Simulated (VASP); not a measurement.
# Mo (Pm-3m) in VASP: further runs

Mo is run at these levels: PBE; tasks: relaxation of cell and atoms.

Everything below comes from runs of VASP 6.6.1. Logs are shortened: lines on timing, memory, paths and dates and some standing lists are left out, and cuts for length are marked.

## (1) The cell of the first run

It takes space group Pm-3m (No. 221, cubic). The conventional cell has a = 2.580 Å, b = 2.580 Å, c = 2.580 Å, α = 90.00°, β = 90.00°, γ = 90.00°. Mo (site symmetry m-3m) has 6 Mo at 2.58 Å within 3.4 Å.

## (2) Relaxation of cell and atoms, PBE, target pressure 10 GPa, at which the enthalpy is minimised

Input file INCAR:

```
SYSTEM = Mo
PREC     = Accurate       ! precision mode
ENCUT    = 600            ! plane-wave cutoff, eV
EDIFF    = 1E-6           ! SCF threshold, eV
ISMEAR   = 0              ! smearing method
SIGMA    = 0.05           ! smearing width, eV
LREAL    = .False.        ! projectors in reciprocal space
LASPH    = .True.         ! aspherical terms in the spheres
NELM     = 60             ! most SCF steps
ALGO     = Normal         ! electronic algorithm
ISIF     = 3              ! what is computed and relaxed
LWAVE    = .False.        ! write WAVECAR
LCHARG   = .False.        ! write CHGCAR
GGA      = PE             ! functional
IBRION   = 2              ! ionic algorithm
NSW      = 80             ! ionic steps
EDIFFG   = -0.03          ! ionic threshold
PSTRESS  = 100.0
```

Input file KPOINTS:

```
Automatic mesh
0
Gamma
  9 9 9
  0 0 0
```

Input file POSCAR:

```
Mo
1.0
    2.5800000000      0.0000000000      0.0000000000
    0.0000000000      2.5800000000      0.0000000000
    0.0000000000      0.0000000000      2.5800000000
Mo
1
Direct
    0.0000000000      0.0000000000      0.0000000000
```

Potentials or basis: VASP PAW PBE potentials, release 64 (Mo_sv).

Command:

```
cat potpaw_PBE.64/Mo_sv/POTCAR > POTCAR
mpirun -np 1 vasp_std > vasp.out
```

OUTCAR:

```text
SYSTEM = Mo
   PREC = Accurate
   ENCUT = 600
   EDIFF = 1E-6
   ISMEAR = 0
   LREAL = .False.
   LASPH = .True.
   NELM = 60
   ISIF = 3
   GGA = PE
   IBRION = 2
   NSW = 80
   EDIFFG = -0.03
   PSTRESS = 100.0

 ion  position               nearest neighbor table
   1  0.000  0.000  0.000-

  LATTYP: Found a simple cubic cell.
 ALAT       =     2.5800000000

  Lattice vectors:

 A1 = (   2.5800000000,   0.0000000000,   0.0000000000)
 A2 = (   0.0000000000,   2.5800000000,   0.0000000000)
 A3 = (   0.0000000000,   0.0000000000,   2.5800000000)

Analysis of symmetry for initial positions (statically):
=====================================================================
 Subroutine PRICEL returns:
 Original cell was already a primitive cell.

 Routine SETGRP: Setting up the symmetry group for a
 simple cubic supercell.

 Subroutine GETGRP returns: Found 48 space group operations
 (whereof 48 operations were pure point group operations)
 out of a pool of 48 trial point group operations.

The static configuration has the point symmetry O_h .

Analysis of symmetry for dynamics (positions and initial velocities):
=====================================================================
 Subroutine PRICEL returns:
 Original cell was already a primitive cell.

 Routine SETGRP: Setting up the symmetry group for a
 simple cubic supercell.

 Subroutine GETGRP returns: Found 48 space group operations
 (whereof 48 operations were pure point group operations)
 out of a pool of 48 trial point group operations.

The dynamic configuration has the point symmetry O_h .

 Subroutine INISYM returns: Found 48 space group operations
 (whereof 48 operations are pure point group operations),
 and found     1 'primitive' translations

----------------------------------------------------------------------------------------

                                     Primitive cell

  volume of cell :      17.1735

  direct lattice vectors                    reciprocal lattice vectors
     2.580000000  0.000000000  0.000000000     0.387596899  0.000000000  0.000000000
     0.000000000  2.580000000  0.000000000     0.000000000  0.387596899  0.000000000
     0.000000000  0.000000000  2.580000000     0.000000000  0.000000000  0.387596899

  length of vectors
     2.580000000  2.580000000  2.580000000     0.387596899  0.387596899  0.387596899

  position of ions in fractional coordinates (direct lattice)
     0.000000000  0.000000000  0.000000000

  ion indices of the primitive-cell ions
   primitive index   ion index
                 1           1

----------------------------------------------------------------------------------------

 KPOINTS: Automatic mesh

Automatic generation of k-mesh.
 Grid dimensions read from file:
 generate k-points for:    9    9    9

 Generating k-lattice:

  Cartesian coordinates                     Fractional coordinates (reciprocal lattice)
     0.043066322  0.000000000  0.000000000     0.111111111  0.000000000  0.000000000
     0.000000000  0.043066322  0.000000000     0.000000000  0.111111111  0.000000000
     0.000000000  0.000000000  0.043066322     0.000000000  0.000000000  0.111111111

  Length of vectors
     0.043066322  0.043066322  0.043066322

  Shift w.r.t. Gamma in fractional coordinates (k-lattice)
     0.000000000  0.000000000  0.000000000

 Subroutine IBZKPT returns following result:
 ===========================================

 Found     35 irreducible k-points:

 Following reciprocal coordinates:
            Coordinates               Weight
  0.000000  0.000000  0.000000      1.000000
  0.111111  0.000000  0.000000      6.000000
  0.222222  0.000000  0.000000      6.000000
  0.333333  0.000000  0.000000      6.000000
  0.444444  0.000000  0.000000      6.000000
  0.111111  0.111111  0.000000     12.000000
[... 16 lines left out ...]
  0.333333  0.333333  0.111111     24.000000
  0.444444  0.333333  0.111111     48.000000
 [... further k-points ...]
   k-points           NKPTS =     35   k-points in BZ     NKDIM =     35   number of bands    NBANDS=     11
   number of dos      NEDOS =    301   number of ions     NIONS =      1
   total plane-waves  NPLWV =  13824
   dimension x,y,z NGX =    24 NGY =   24 NGZ =   24
   dimension x,y,z NGXF=    48 NGYF=   48 NGZF=   48
   ions per type =               1
   NGX,Y,Z   is equivalent  to a cutoff of  15.46, 15.46, 15.46 a.u.
   NGXF,Y,Z  is equivalent  to a cutoff of  30.93, 30.93, 30.93 a.u.
 SYSTEM =  Mo
   PREC   = accura    normal or accurate (medium, high low for compatibility)
   ISTART =      0    job   : 0-new  1-cont  2-samecut
   ICHARG =      2    charge: 1-file 2-atom 10-const
   ISPIN  =      1    spin polarized calculation?
   LNONCOLLINEAR =      F non collinear calculations
   LSORBIT =      F    spin-orbit coupling
   LASPH  =      T    aspherical Exc in radial PAW
   ENCUT  =  600.0 eV  44.10 Ry    6.64 a.u.   5.15  5.15  5.15*2*pi/ulx,y,z
   NELM   =     60;   NELMIN=  2; NELMDL= -5     # of ELM steps
   EDIFF  = 0.1E-05   stopping-criterion for ELM
   LREAL  =      F    real-space projection
   EDIFFG = -.3E-01   stopping-criterion for IOM
   NSW    =     80    number of steps for IOM
   IBRION =      2    ionic relax: 0-MD 1-quasi-New 2-CG
   NFREE  =      1    steps in history (QN), initial steepest desc. (CG)
   ISIF   =      3    stress and relaxation
   ISYM   =      2    0-nonsym 1-usesym 2-fastsym
   POTIM  = 0.5000    time-step for ionic-motion
   TEBEG  =    0.0;   TEEND  =   0.0 temperature during run
   PSTRESS=  100.0 pullay stress
   NELECT =      14.0000    total number of electrons
   NUPDOWN=      -1.0000    fix difference up-down
   EMIN   =  10.00;   EMAX   =-10.00  energy-range for DOS
   EFERMI =   0.00;   METHOD = LEGACY
   ISMEAR =     0;   SIGMA  =   0.05  broadening in eV -4-tet -1-fermi 0-gaus
   EFERMI_NEDOS =   21; number of points for ismear=-14 and -15
   IALGO  =     38    algorithm
   IMIX   =      4    mixing-type and parameters
     AMIX     =   0.40;   BMIX     =  1.00
     AMIX_MAG =   1.60;   BMIX_MAG =  1.00
  volume/ion in A,a.u.               =      17.17       115.89
  Fermi-wavevector in a.u.,A,eV,Ry     =   1.529318  2.889992 31.821491  2.338814
  Thomas-Fermi vector in A             =   2.636955
   LORBIT       =      0    0 simple, 1 ext, 2 COOP (PROOUT), +10 PAW based schemes
   GGA     = PE    functional components
   LHFCALC =     F    Hartree Fock is set to
   AEXX    =    0.0000 exact exchange contribution
   IVDW    =     0    specifies the selected vdW correction
   LEPSILON=     F    determine dielectric tensor
   LRPA    =     F    only Hartree local field effects (RPA)
 conjugate gradient relaxation of ions
 non-spin polarized calculation
 Gauss-broadening in eV      SIGMA  =   0.05
  energy-cutoff  :      600.00
  volume of cell :       17.17
 maximum number of plane-waves:       587
 NGX is ok and might be reduce to    24
   NGX = 11   NGY = 11   NGZ = 11

--------------------------------------- Ionic step        1  -------------------------------------------

 number of electron      14.0000002 magnetization

 Free energy of the ion-electron system (eV)
  ---------------------------------------------------
  ext. energy  EPLUGINS =         0.00000000
  ---------------------------------------------------
  free energy    TOTEN  =        -9.76734326 eV

  energy without entropy =       -9.76507047  energy(sigma->0) =       -9.76620687

------------------------ aborting loop because EDIFF is reached ----------------------------------------

  FORCE on cell =-STRESS in cart. coord.  units (eV):
  Direction    XX          YY          ZZ          XY          YZ          ZX
  --------------------------------------------------------------------------------------
  -------------------------------------------------------------------------------------
  Total        0.5599323      0.5599323      0.5599323     -0.0000000      0.0000000     -0.0000000
  in kB       52.2380504     52.2380504     52.2380504     -0.0000000      0.0000000     -0.0000000
  external PRESSURE =     -47.7619496 kB  Pullay stress =     100.0000000 kB
[... 59 lines left out ...]
  enthalpy is  TOTEN    =        -8.6641208756 eV   P V=        0.9944109108

--------------------------------------- Ionic step        3  -------------------------------------------

 number of electron      14.0000002 magnetization

 Free energy of the ion-electron system (eV)
  ---------------------------------------------------
  ext. energy  EPLUGINS =         0.00000000
  ---------------------------------------------------
  free energy    TOTEN  =        -9.75063187 eV

  energy without entropy =       -9.74847932  energy(sigma->0) =       -9.74955560

 E-fermi :  11.3646     XC(G=0): -12.8350

 val. band max:       11.3558112299   @ k =   0.4444   0.3333   0.1111
 cond. band min:      11.3810861615   @ k =   0.4444   0.0000   0.0000
 fundamental gap:      0.0252749315
 Fermi energy:        11.3646070337

 k-point     1 :       0.0000    0.0000    0.0000
  band No.  band energies     occupation
      1     -49.7876      2.00000
      2     -22.9578      2.00000
      3     -22.9578      2.00000
      4     -22.9578      2.00000
      5       4.7193      2.00000
      6       6.9378      2.00000
      7       6.9378      2.00000
      8      15.4099      0.00000
      9      15.4099      0.00000
     10      15.4099      0.00000
     11      27.2022      0.00000
[... 309 lines left out ...]
 k-point    24 :       0.4444    0.3333    0.1111
  band No.  band energies     occupation
      1     -49.3695      2.00000
      2     -24.3788      2.00000
      3     -23.9957      2.00000
      4     -22.8867      2.00000
      5       6.7413      2.00000
      6       9.3125      2.00000
      7      11.3558      1.19647
      8      11.9854      0.00000
      9      14.1009      0.00000
     10      17.1252      0.00000
     11      21.0056      0.00000

 [... further k-points ...]
[... 5 lines left out ...]
  --------------------------------------------------------------------------------------
  -------------------------------------------------------------------------------------
  Total        1.0401136      1.0401136      1.0401136     -0.0000000     -0.0000000      0.0000000
  in kB       99.0885044     99.0885044     99.0885044     -0.0000000     -0.0000000      0.0000000
  external PRESSURE =      -0.9114956 kB  Pullay stress =     100.0000000 kB
[... 16 lines left out ...]
  FREE ENERGIE OF THE ION-ELECTRON SYSTEM (eV)
  ---------------------------------------------------
  free  energy   TOTEN  =        -9.7506318706 eV

  energy  without entropy=       -9.7484793224  energy(sigma->0) =       -9.74955560

  enthalpy is  TOTEN    =        -8.7009504545 eV   P V=        1.0496814161

 reached required accuracy - stopping structural energy minimisation
```

Wall time 31 s (1 thread of Intel Xeon 8259CL, shared host); peak memory 0.15 GiB.

Results:

```yaml
Free_energy: -9.7506 eV
Relaxed_volume: 16.82 Å³/atom
Relaxed_cell: a = 2.562 Å, b = 2.562 Å, c = 2.562 Å, α = 90.00°, β = 90.00°, γ = 90.00°
Space_group_after_relaxing_to_0.05_Å: Pm-3m (No. 221)
Energy_change_on_relaxing_the_enthalpy_is_what_falls: +16.7 meV/atom
Ionic_steps: 3
Pressure_after_relaxing: 9.9 GPa
Band_gap_on_the_k_mesh: zero (band 7 reaches 12.72 eV, above the bottom of band 8 at 10.77 eV)
```

Step by step:
| step | energy change (eV) | largest force (eV/Å) | pressure (GPa) | volume (Å³) |
| --- | --- | --- | --- | --- |
| 1 | 0.0000 | 0.0000 | 5.22 | 17.17 |
| 2 | 0.1088 | 0.0000 | 24.10 | 15.93 |
| 3 | 0.0167 | 0.0000 | 9.91 | 16.82 |

Final structure:
```cif
data_structure
_symmetry_space_group_name_H-M 'P 1'
_symmetry_Int_Tables_number 1
_cell_length_a 2.5621
_cell_length_b 2.5621
_cell_length_c 2.5621
_cell_angle_alpha 90.000
_cell_angle_beta 90.000
_cell_angle_gamma 90.000
_cell_volume 16.82
loop_
_atom_site_label
_atom_site_type_symbol
_atom_site_fract_x
_atom_site_fract_y
_atom_site_fract_z
_atom_site_occupancy
Mo1 Mo 0.00000 0.00000 0.00000 1
```

Caveat: the cell is relaxed towards a set pressure, so the enthalpy falls and the energy may rise.

## (3) Relaxation of cell and atoms, PBE, target pressure 20 GPa, at which the enthalpy is minimised

Input file INCAR:

```
SYSTEM = Mo
PREC     = Accurate       ! precision mode
ENCUT    = 600            ! plane-wave cutoff, eV
EDIFF    = 1E-6           ! SCF threshold, eV
ISMEAR   = 0              ! smearing method
SIGMA    = 0.05           ! smearing width, eV
LREAL    = .FALSE.        ! projectors in reciprocal space
LASPH    = .TRUE.         ! aspherical terms in the spheres
NELM     = 60             ! most SCF steps
ALGO     = Normal         ! electronic algorithm
ISIF     = 3              ! what is computed and relaxed
LWAVE    = .FALSE.        ! write WAVECAR
LCHARG   = .FALSE.        ! write CHGCAR
GGA      = PE             ! functional
IBRION   = 2              ! ionic algorithm
NSW      = 80             ! ionic steps
EDIFFG   = -0.03          ! ionic threshold
PSTRESS  = 200.0
```

Input file KPOINTS:

```
Automatic mesh
0
G
  9 9 9
  0 0 0
```

POSCAR is that of step 2.

Potentials or basis: VASP PAW PBE potentials, release 64 (Mo_sv).

Command:

```
cat potpaw_PBE.64/Mo_sv/POTCAR > POTCAR
mpirun -np 1 vasp_std > vasp.out
```

Wall time 33 s (1 thread of Intel Xeon 8259CL, shared host); peak memory 0.15 GiB.

The run converged. Its results:

```yaml
Free_energy: -9.6919 eV
Relaxed_volume: 16.18 Å³/atom
Relaxed_cell: a = 2.529 Å, b = 2.529 Å, c = 2.529 Å, α = 90.00°, β = 90.00°, γ = 90.00°
Space_group_after_relaxing_to_0.05_Å: Pm-3m (No. 221)
Energy_change_on_relaxing_the_enthalpy_is_what_falls: +75.4 meV/atom
Ionic_steps: 4
Pressure_after_relaxing: 19.8 GPa
Band_gap_on_the_k_mesh: zero (band 7 reaches 13.37 eV, above the bottom of band 8 at 11.36 eV)
```

The path:
```tsv
step	energy change (eV)	largest force (eV/Å)	pressure (GPa)	volume (Å³)
1	0.0000	0.0000	5.22	17.17
2	0.9045	0.0000	90.49	13.53
3	0.0683	0.0000	18.76	16.24
4	0.0754	0.0000	19.76	16.18
```

Final structure:
```cif
data_structure
_symmetry_space_group_name_H-M 'P 1'
_symmetry_Int_Tables_number 1
_cell_length_a 2.5291
_cell_length_b 2.5291
_cell_length_c 2.5291
_cell_angle_alpha 90.000
_cell_angle_beta 90.000
_cell_angle_gamma 90.000
_cell_volume 16.18
loop_
_atom_site_label
_atom_site_type_symbol
_atom_site_fract_x
_atom_site_fract_y
_atom_site_fract_z
_atom_site_occupancy
Mo1 Mo 0.00000 0.00000 0.00000 1
```

Levels at points of the mesh, in eV from the Fermi level:
```csv
k point,band 3,band 4,band 5,band 6,band 7,band 8,band 9,band 10,band 11
"(0.00, 0.00, 0.00)",-34.22,-34.22,-6.75,-4.62,-4.62,4.29,4.29,4.29,16.20
```

Caveat: the cell is relaxed towards a set pressure, so the enthalpy falls and the energy may rise.
